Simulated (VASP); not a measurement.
# LiF (Griceite) (Fm-3m) in VASP: notebook

The runs below take LiF (Griceite) through single point, with r2SCAN.

All numbers are computed with VASP 6.6.1; they aren't measurements. Logs are shortened: lines on timing, memory, paths and dates and some standing lists are left out, and cuts for length are marked.

## Step 1: The cell of the first run

It takes space group Fm-3m (No. 225, cubic). Conventional cell: a = 3.990 Å, b = 3.990 Å, c = 3.990 Å, α = 90.00°, β = 90.00°, γ = 90.00°. Within 2.6 Å of Li (site symmetry m-3m) lie 6 F at 1.99 Å. F (site symmetry m-3m) has 6 Li at 1.99 Å within 2.6 Å.

## Step 2: Single point, r2SCAN

Input file POSCAR:

```
LiF
1.0
    0.0000000000      1.9948691873      1.9948691873
    1.9948691873      0.0000000000      1.9948691873
    1.9948691873      1.9948691873      0.0000000000
Li F
1 1
Direct
    0.0000000000      0.0000000000      0.0000000000
    0.5000000000      0.5000000000      0.5000000000
```

Input file INCAR.step1:

```
SYSTEM = LiF
  PREC = Accurate
  ENCUT = 520
  ISMEAR = 0
  SIGMA = 0.01
  LREAL = .FALSE.
  LASPH = .TRUE.
  NELM = 60
  NBANDS = 12
  GGA = PE
  ALGO = Normal
  EDIFF = 1E-4
  LWAVE = .TRUE.
  LCHARG = .FALSE.
```

Input file INCAR.step2:

```
SYSTEM = LiF
  PREC = Accurate
  ENCUT = 520
  EDIFF = 1E-7
  ISMEAR = 0
  SIGMA = 0.01
  LREAL = .FALSE.
  LASPH = .TRUE.
  NELM = 60
  ALGO = Normal
  ISIF = 2
  LWAVE = .FALSE.
  LCHARG = .FALSE.
  METAGGA = R2SCAN
  LMIXTAU = .TRUE.
  NBANDS = 12
  ISTART = 1
```

Input file KPOINTS:

```
Automatic mesh
0
G
  10 10 10
  0 0 0
```

Potentials or basis: VASP PAW PBE potentials, release 64 (Li_sv, F).

On the command line:

```
$ cat potpaw_PBE.64/Li_sv/POTCAR potpaw_PBE.64/F/POTCAR > POTCAR
$ cp INCAR.step1 INCAR
$ mpirun -np 1 vasp_std > vasp.out
$ cp INCAR.step2 INCAR
$ mpirun -np 1 vasp_std > vasp.out
```

OUTCAR:

```text
SYSTEM = LiF
   PREC = Accurate
   ENCUT = 520
   EDIFF = 1E-7
   ISMEAR = 0
   LREAL = .FALSE.
   LASPH = .TRUE.
   NELM = 60
   ISIF = 2
   METAGGA = R2SCAN
   ISTART = 1

 ion  position               nearest neighbor table
   1  0.000  0.000  0.000-   2 1.99   2 1.99   2 1.99   2 1.99   2 1.99   2 1.99
   2  0.500  0.500  0.500-   1 1.99   1 1.99   1 1.99   1 1.99   1 1.99   1 1.99

  LATTYP: Found a face centered cubic cell.
 ALAT       =     3.9897383746

  Lattice vectors:

 A1 = (   0.0000000000,   1.9948691873,   1.9948691873)
 A2 = (   1.9948691873,   0.0000000000,   1.9948691873)
 A3 = (   1.9948691873,   1.9948691873,   0.0000000000)

Analysis of symmetry for initial positions (statically):
=====================================================================
 Subroutine PRICEL returns:
 Original cell was already a primitive cell.

 Routine SETGRP: Setting up the symmetry group for a
 face centered cubic supercell.

 Subroutine GETGRP returns: Found 48 space group operations
 (whereof 48 operations were pure point group operations)
 out of a pool of 48 trial point group operations.

The static configuration has the point symmetry O_h .

Analysis of symmetry for dynamics (positions and initial velocities):
=====================================================================
 Subroutine PRICEL returns:
 Original cell was already a primitive cell.

 Routine SETGRP: Setting up the symmetry group for a
 face centered cubic supercell.

 Subroutine GETGRP returns: Found 48 space group operations
 (whereof 48 operations were pure point group operations)
 out of a pool of 48 trial point group operations.

The dynamic configuration has the point symmetry O_h .

 Subroutine INISYM returns: Found 48 space group operations
 (whereof 48 operations are pure point group operations),
 and found     1 'primitive' translations

----------------------------------------------------------------------------------------

                                     Primitive cell

  volume of cell :      15.8772

  direct lattice vectors                    reciprocal lattice vectors
     0.000000000  1.994869187  1.994869187    -0.250643001  0.250643001  0.250643001
     1.994869187  0.000000000  1.994869187     0.250643001 -0.250643001  0.250643001
     1.994869187  1.994869187  0.000000000     0.250643001  0.250643001 -0.250643001

  length of vectors
     2.821171060  2.821171060  2.821171060     0.434126413  0.434126413  0.434126413

  position of ions in fractional coordinates (direct lattice)
     0.000000000  0.000000000  0.000000000
     0.500000000  0.500000000  0.500000000

  ion indices of the primitive-cell ions
   primitive index   ion index
                 1           1
                 2           2

----------------------------------------------------------------------------------------

 KPOINTS: Automatic mesh

Automatic generation of k-mesh.
 Grid dimensions read from file:
 generate k-points for:   10   10   10

 Generating k-lattice:

  Cartesian coordinates                     Fractional coordinates (reciprocal lattice)
    -0.025064300  0.025064300  0.025064300     0.100000000  0.000000000  0.000000000
     0.025064300 -0.025064300  0.025064300     0.000000000  0.100000000  0.000000000
     0.025064300  0.025064300 -0.025064300     0.000000000  0.000000000  0.100000000

  Length of vectors
     0.043412641  0.043412641  0.043412641

  Shift w.r.t. Gamma in fractional coordinates (k-lattice)
     0.000000000  0.000000000  0.000000000

 Subroutine IBZKPT returns following result:
 ===========================================

 Found     47 irreducible k-points:

 Following reciprocal coordinates:
            Coordinates               Weight
  0.000000  0.000000  0.000000      1.000000
  0.100000  0.000000  0.000000      8.000000
  0.200000  0.000000  0.000000      8.000000
  0.300000  0.000000  0.000000      8.000000
  0.400000  0.000000  0.000000      8.000000
  0.500000  0.000000  0.000000      4.000000
[... 16 lines left out ...]
  0.300000  0.300000  0.000000      6.000000
  0.400000  0.300000  0.000000     24.000000
 [... further k-points ...]
   k-points           NKPTS =     47   k-points in BZ     NKDIM =     47   number of bands    NBANDS=     12
   number of dos      NEDOS =    301   number of ions     NIONS =      2
   total plane-waves  NPLWV =  13824
   dimension x,y,z NGX =    24 NGY =   24 NGZ =   24
   dimension x,y,z NGXF=    48 NGYF=   48 NGZF=   48
   ions per type =               1   1
   NGX,Y,Z   is equivalent  to a cutoff of  14.14, 14.14, 14.14 a.u.
   NGXF,Y,Z  is equivalent  to a cutoff of  28.29, 28.29, 28.29 a.u.
 SYSTEM =  LiF
   PREC   = accura    normal or accurate (medium, high low for compatibility)
   ISTART =      1    job   : 0-new  1-cont  2-samecut
   ICHARG =      0    charge: 1-file 2-atom 10-const
   ISPIN  =      1    spin polarized calculation?
   LNONCOLLINEAR =      F non collinear calculations
   LSORBIT =      F    spin-orbit coupling
   LASPH  =      T    aspherical Exc in radial PAW
   ENCUT  =  520.0 eV  38.22 Ry    6.18 a.u.   5.25  5.25  5.25*2*pi/ulx,y,z
   NELM   =     60;   NELMIN=  2; NELMDL=  0     # of ELM steps
   EDIFF  = 0.1E-06   stopping-criterion for ELM
   LREAL  =      F    real-space projection
   EDIFFG = 0.1E-05   stopping-criterion for IOM
   NSW    =      0    number of steps for IOM
   IBRION =     -1    ionic relax: 0-MD 1-quasi-New 2-CG
   NFREE  =      0    steps in history (QN), initial steepest desc. (CG)
   ISIF   =      2    stress and relaxation
   ISYM   =      2    0-nonsym 1-usesym 2-fastsym
   POTIM  = 0.5000    time-step for ionic-motion
   TEBEG  =    0.0;   TEEND  =   0.0 temperature during run
   PSTRESS=    0.0 pullay stress
   NELECT =      10.0000    total number of electrons
   NUPDOWN=      -1.0000    fix difference up-down
   EMIN   =  10.00;   EMAX   =-10.00  energy-range for DOS
   EFERMI =   0.00;   METHOD = LEGACY
   ISMEAR =     0;   SIGMA  =   0.01  broadening in eV -4-tet -1-fermi 0-gaus
   EFERMI_NEDOS =   21; number of points for ismear=-14 and -15
   IALGO  =     38    algorithm
   IMIX   =      4    mixing-type and parameters
     AMIX     =   0.40;   BMIX     =  1.00
     AMIX_MAG =   1.60;   BMIX_MAG =  1.00
  volume/ion in A,a.u.               =       7.94        53.57
  Fermi-wavevector in a.u.,A,eV,Ry     =   1.403300  2.651852 26.793271  1.969250
  Thomas-Fermi vector in A             =   2.525975
   LORBIT       =      0    0 simple, 1 ext, 2 COOP (PROOUT), +10 PAW based schemes
   METAGGA = R2SCAN    functional components
   LHFCALC =     F    Hartree Fock is set to
   AEXX    =    0.0000 exact exchange contribution
   IVDW    =     0    specifies the selected vdW correction
   LEPSILON=     F    determine dielectric tensor
   LRPA    =     F    only Hartree local field effects (RPA)
 non-spin polarized calculation
 Gauss-broadening in eV      SIGMA  =   0.01
  energy-cutoff  :      520.00
  volume of cell :       15.88
 maximum number of plane-waves:       444
 NGX is ok and might be reduce to    24
   NGX = 11   NGY = 11   NGZ = 11

 number of electron       9.9999997 magnetization

 Free energy of the ion-electron system (eV)
  ---------------------------------------------------
  ext. energy  EPLUGINS =         0.00000000
  ---------------------------------------------------
  free energy    TOTEN  =       -11.90316262 eV

  energy without entropy =      -11.90316262  energy(sigma->0) =      -11.90316262

 E-fermi :  -1.3855     XC(G=0): -10.6974

 val. band max:       -1.4644047856   @ k =   0.0000   0.0000   0.0000
 cond. band min:       9.0886469248   @ k =   0.0000   0.0000   0.0000
 fundamental gap:     10.5530517104
 Fermi energy:        -1.3855182639

 k-point     1 :       0.0000    0.0000    0.0000
  band No.  band energies     occupation
      1     -43.4752      2.00000
      2     -22.6393      2.00000
      3      -1.4644      2.00000
      4      -1.4644      2.00000
      5      -1.4644      2.00000
      6       9.0886      0.00000
      7      24.3058      0.00000
      8      24.3058      0.00000
      9      24.3059      0.00000
     10      25.0279      0.00000
     11      25.0279      0.00000
     12      25.0290      0.00000

 k-point     2 :       0.1000    0.0000    0.0000
  band No.  band energies     occupation
      1     -43.4691      2.00000
      2     -22.6008      2.00000
      3      -1.7525      2.00000
      4      -1.4898      2.00000
      5      -1.4898      2.00000
      6       9.3674      0.00000
      7      21.4619      0.00000
      8      23.2616      0.00000
      9      23.2622      0.00000
     10      25.7287      0.00000
     11      25.7290      0.00000
     12      26.1496      0.00000

 k-point     3 :       0.2000    0.0000    0.0000
  band No.  band energies     occupation
      1     -43.4530      2.00000
      2     -22.4968      2.00000
      3      -2.4517      2.00000
      4      -1.5549      2.00000
      5      -1.5549      2.00000
      6       9.9851      0.00000
      7      18.9104      0.00000
      8      21.7059      0.00000
      9      21.7066      0.00000
     10      26.9826      0.00000
     11      26.9826      0.00000
     12      27.1759      0.00000
[... 286 lines left out ...]
 k-point    23 :       0.3000    0.3000    0.0000
  band No.  band energies     occupation
      1     -43.4214      2.00000
      2     -22.2167      2.00000
      3      -3.4162      2.00000
      4      -2.1626      2.00000
      5      -2.1626      2.00000
      6      12.2696      0.00000
      7      17.6400      0.00000
      8      19.5673      0.00000
      9      20.9306      0.00000
     10      20.9310      0.00000
     11      35.0246      0.00000
     12      35.4827      0.00000

 k-point    24 :       0.4000    0.3000    0.0000
  band No.  band energies     occupation
      1     -43.4095      2.00000
      2     -22.1043      2.00000
      3      -3.8570      2.00000
      4      -2.3808      2.00000
      5      -2.2668      2.00000
      6      13.1002      0.00000
      7      16.5904      0.00000
      8      19.0601      0.00000
      9      20.6846      0.00000
     10      21.6940      0.00000
     11      34.8549      0.00000
     12      35.4721      0.00000

 [... further k-points ...]
[... 5 lines left out ...]
  --------------------------------------------------------------------------------------
  -------------------------------------------------------------------------------------
  Total       -0.0755629     -0.0755629     -0.0755629      0.0000000      0.0000000     -0.0000000
  in kB       -7.6251066     -7.6251066     -7.6251066      0.0000000      0.0000000     -0.0000000
  external PRESSURE =      -7.6251066 kB  Pullay stress =       0.0000000 kB

 VOLUME and BASIS-vectors are now :
 -----------------------------------------------------------------------------
  energy-cutoff  :      520.00
  volume of cell :       15.88
      direct lattice vectors                 reciprocal lattice vectors
     0.000000000  1.994869187  1.994869187    -0.250643001  0.250643001  0.250643001
     1.994869187  0.000000000  1.994869187     0.250643001 -0.250643001  0.250643001
     1.994869187  1.994869187  0.000000000     0.250643001  0.250643001 -0.250643001

 POSITION                                       TOTAL-FORCE (eV/Angst)
 -----------------------------------------------------------------------------------
      0.00000      0.00000      0.00000        -0.000000     -0.000000      0.000000
      1.99487      1.99487      1.99487         0.000000      0.000000     -0.000000
 -----------------------------------------------------------------------------------
    total drift:                               -0.000000     -0.000000      0.000000

  FREE ENERGIE OF THE ION-ELECTRON SYSTEM (eV)
  ---------------------------------------------------
  free  energy   TOTEN  =       -11.9031626205 eV

  energy  without entropy=      -11.9031626205  energy(sigma->0) =      -11.90316262
```

It took 33 s on 1 thread of Intel Xeon 6975P-C, shared host; peak memory 0.13 GiB.

What came out:

```yaml
Free_energy: -11.9032 eV
Band_gap_on_the_k_mesh: 10.55 eV, direct
```

Caveat: the cutoff is under 1.25 times the usual one of these potentials, so pressure, stress and relaxed cells hold a basis-set (Pulay) error; the PAW data sets were made with another functional, which shifts forces and pressure a little. A k mesh can miss the band edges.

## Step 3: Single point, r2SCAN (volume changed by +3%)

Input file POSCAR:

```
LiF
1.0
    0.0000000000      2.0146216519      2.0146216519
    2.0146216519      0.0000000000      2.0146216519
    2.0146216519      2.0146216519      0.0000000000
Li F
1 1
Direct
    0.0000000000      0.0000000000      0.0000000000
    0.5000000000      0.5000000000      0.5000000000
```

Input file INCAR.step1:

```
  PREC = Accurate
  ENCUT = 520
  ISMEAR = 0
  SIGMA = 0.01
  LREAL = False
  LASPH = True
  NELM = 80
  NBANDS = 12
  GGA = PE
  ALGO = Normal
  EDIFF = 1E-4
  LWAVE = True
  LCHARG = False
```

Input file INCAR.step2:

```
  PREC = Accurate
  ENCUT = 520
  EDIFF = 1E-6
  ISMEAR = 0
  SIGMA = 0.01
  LREAL = False
  LASPH = True
  NELM = 80
  ALGO = Normal
  ISIF = 2
  LWAVE = False
  LCHARG = False
  METAGGA = R2SCAN
  LMIXTAU = True
  NBANDS = 12
  ISTART = 1
```

Input file KPOINTS:

```
Automatic mesh
0
Gamma
  10 10 10
```

Potentials or basis: VASP PAW PBE potentials, release 64 (Li_sv, F).

On the command line:

```
$ cat potpaw_PBE.64/Li_sv/POTCAR potpaw_PBE.64/F/POTCAR > POTCAR
$ cp INCAR.step1 INCAR
$ mpirun -np 1 vasp_std > vasp.out
$ cp INCAR.step2 INCAR
$ mpirun -np 1 vasp_std > vasp.out
```

It used 21 s of CPU time on 1 thread of Intel Xeon 6975P-C (shared host).

It converged, with:

```
Free energy            : -11.8988 eV
Band gap on the k mesh : 10.26 eV, direct
```

Levels at points of the mesh, in eV from the valence-band top:
| k point | band 2 | band 3 | band 4 | band 5 | band 6 | band 7 | band 8 | band 9 |
| --- | --- | --- | --- | --- | --- | --- | --- | --- |
| (0.00, 0.00, 0.00) | -21.09 | 0.00 | 0.00 | 0.00 | 10.26 | 25.47 | 25.47 | 25.47 |
| (0.50, 0.00, 0.00) | -20.68 | -2.49 | -0.24 | -0.24 | 11.83 | 18.12 | 20.43 | 20.43 |
| (0.50, 0.50, 0.00) | -20.42 | -3.00 | -1.01 | -1.01 | 16.05 | 17.44 | 19.10 | 21.91 |

Caveat: the cutoff is under 1.25 times the usual one of these potentials, so pressure, stress and relaxed cells hold a basis-set (Pulay) error; the PAW data sets were made with another functional, which shifts forces and pressure a little.

## Step 4: Single point, r2SCAN (volume changed by +6%)

Input file POSCAR:

```
LiF
1.0
    0.0000000000      2.0339942024      2.0339942024
    2.0339942024      0.0000000000      2.0339942024
    2.0339942024      2.0339942024      0.0000000000
Li F
1 1
Direct
    0.0000000000      0.0000000000      0.0000000000
    0.5000000000      0.5000000000      0.5000000000
```

INCAR.step1 is that of step 3.

INCAR.step2 is that of step 3.

KPOINTS is that of step 3.

On the command line:

```
$ cat potpaw_PBE.64/Li_sv/POTCAR potpaw_PBE.64/F/POTCAR > POTCAR
$ cp INCAR.step1 INCAR
$ mpirun -np 1 vasp_std > vasp.out
$ cp INCAR.step2 INCAR
$ mpirun -np 1 vasp_std > vasp.out
```

Wall time 33 s (1 thread of Intel Xeon 6975P-C, shared host); peak memory 0.14 GiB.

Results (log left out):

* Free energy: -11.8889 eV
* Band gap on the k mesh: 9.98 eV, direct

Levels at points of the mesh, in eV from the valence-band top:
```csv
k point,band 2,band 3,band 4,band 5,band 6,band 7,band 8,band 9
"(0.00, 0.00, 0.00)",-21.02,0.00,0.00,0.00,9.98,25.18,25.18,25.18
"(0.50, 0.00, 0.00)",-20.63,-2.40,-0.23,-0.23,11.66,17.76,20.18,20.18
"(0.50, 0.50, 0.00)",-20.39,-2.88,-0.96,-0.96,15.76,17.29,18.71,21.54
```

Caveat: the cutoff is under 1.25 times the usual one of these potentials, so pressure, stress and relaxed cells hold a basis-set (Pulay) error; the PAW data sets were made with another functional, which shifts forces and pressure a little.

## Step 5: Overview

```csv
cell,gap on the mesh (eV)
"a = 2.821 Å, angles 60.0°, 2 atoms",10.55
"a = 2.849 Å, angles 60.0°, 2 atoms",10.26
"a = 2.877 Å, angles 60.0°, 2 atoms",9.98
```

Alike in all rows: task single point; level r2SCAN; potentials or basis VASP PAW PBE potentials, release 64 (Li_sv, F); no spin polarisation; k mesh 10 × 10 × 10; cutoff (eV) 520; smearing gaussian 0.01 eV.

Caveats: the cutoff is under 1.25 times the usual one of these potentials, so pressure, stress and relaxed cells hold a basis-set (Pulay) error; the PAW data sets were made with another functional, which shifts forces and pressure a little.

Total energies depend on the potentials used, so only differences within one code and one set of settings carry meaning.
